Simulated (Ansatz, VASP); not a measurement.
**One calculation of Zn, two programs**

```
Zn
1.0
     1.29488    0.74760    7.38411
    -1.29488    0.74760    7.38411
     0.00000   -1.49520    7.38411
Zn
3
Direct
  0.00000 0.00000 0.00000
  0.22181 0.22181 0.22181
  0.77819 0.77819 0.77819
```

Alike in both runs: functional PBEsol; k mesh 21 × 21 × 21; occupations gaussian, width 0.1 eV; no spin polarisation.

Ansatz relaxed the structure, and its values are those at the end. VASP's run is a single point on that final structure, the one shown.

|  | VASP | Ansatz |
| --- | --- | --- |
| version | VASP 6.6.1 | Ansatz 0.2.0 |
| potentials or method | VASP PAW PBE potentials, release 64 (Zn), cutoff 520 eV | scalar-relativistic, plane waves, PAW |
| valence electrons in the cell | 36 | 36 |

```csv
,VASP,Ansatz,Ansatz less VASP
gap on the k mesh at the Fermi level (eV),none,none,-
pressure (GPa),0.2,0.0,-0.23
```

VASP's potentials were made for PBE, not for PBEsol. A gap of «none» marks a metal or a gap that the smearing closes.
